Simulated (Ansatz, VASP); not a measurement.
# NiGe3: VASP beside Ansatz

```
Ge Ni
1.0
     0.00000    3.15303    3.15303
     3.15303    0.00000    3.15303
     3.15303    3.15303    0.00000
Ge Ni
3 1
Direct
  0.25000 0.25000 0.25000
  0.75000 0.75000 0.75000
  0.50000 0.50000 0.50000
  0.00000 0.00000 0.00000
```

Alike in both runs: functional PBEsol; k mesh 12 × 12 × 12; occupations gaussian, width 0.1 eV; no spin polarisation.

Ansatz relaxed the structure, and its values are those at the end. VASP's run is a single point on that final structure, the one shown.

|  | VASP | Ansatz |
| --- | --- | --- |
| version | VASP 6.6.1 | Ansatz 0.2.0 |
| potentials or method | VASP PAW PBE potentials, release 64 (Ge_d, Ni), cutoff 520 eV | scalar-relativistic, plane waves, PAW |
| valence electrons in the cell | 52 | 60 |

VASP gave:

```
gap on the k mesh at the Fermi level (eV) : none
pressure (GPa)                            : 0.2
```

Problem. Estimate Ansatz's values.

Solution. gap on the k mesh at the Fermi level (eV): none; pressure (GPa): 0.0.

VASP's potentials were made for PBE, not for PBEsol. A gap of «none» marks a metal or a gap that the smearing closes. VASP's potentials hold 52 valence electrons a cell and Ansatz's 60, so a difference there can come from the potentials and not from the codes.
